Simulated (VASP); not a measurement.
Here is a VASP 6.6.1 calculation.

Contents of INCAR:

```
ALGO = Normal
EDIFF = 1E-6
ENCUT = 520
GGA = PE
ISIF = 2
ISMEAR = -1
LASPH = True
LCHARG = False
LREAL = False
LWAVE = False
NBANDS = 16
NELM = 60
PREC = Accurate
SIGMA = 0.05
```

Contents of KPOINTS:

```
k-points
0
Gamma
  15 15 15
```

File POSCAR:

```
ZnS
1.0
    0.0000000000      2.5728181746      2.5728181746
    2.5728181746      0.0000000000      2.5728181746
    2.5728181746      2.5728181746      0.0000000000
Zn S
1 1
Direct
    0.0000000000      0.0000000000      0.0000000000
    0.5000000000      0.5000000000      0.5000000000
```

Potentials or basis: VASP PAW PBE potentials, release 64 (Zn, S).

The run is started by

```bash
$ cat potpaw_PBE.64/Zn/POTCAR potpaw_PBE.64/S/POTCAR > POTCAR
$ mpirun -np 1 vasp_std > vasp.out
```

(1) Estimate the pressure.

(2) What does it give for the band gap on the k mesh?

Answers

(1) -1.9 GPa.

(2) zero (band 9 reaches 3.54 eV, above the bottom of band 10 at 3.31 eV).
